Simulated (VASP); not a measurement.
A run of VASP 6.6.1 is set up as follows.

The input INCAR:

```
SYSTEM = In
ALGO = Fast ; EDIFF = 1E-7
EDIFFG = -0.01 ; ENCUT = 600
GGA = PE ; IBRION = 2
ISIF = 4 ; ISMEAR = 0
IVDW = 12 ; LASPH = .True.
LCHARG = .False. ; LREAL = .False.
LWAVE = .False. ; NELM = 100
NSW = 50 ; PREC = Accurate
SIGMA = 0.1
```

The input KPOINTS:

```
k-points
0
Gamma
  15 15 8
  0 0 0
```

The input POSCAR:

```
In
1.0
    3.2257497180      0.0000000000      0.0000000000
   -1.6128748590      2.7935812020      0.0000000000
    0.0000000000      0.0000000000      5.2991805038
In
2
Direct
    0.3333333333      0.6666666667      0.2500000000
    0.6666666667      0.3333333333      0.7500000000
```

Potentials or basis: VASP PAW PBE potentials, release 64 (In_d).

Run with:

```bash
$ cat potpaw_PBE.64/In_d/POTCAR > POTCAR
$ mpirun -np 1 vasp_std > vasp.out
```

(1) Estimate the band gap on the k mesh.

(2) Estimate the dispersion energy per atom.

## Answers

(1) zero (bands 13 and 14 overlap by 6.83 eV).

(2) -0.372 eV.

Caveat: spin-orbit coupling is left out, which moves the levels of the heavy elements.
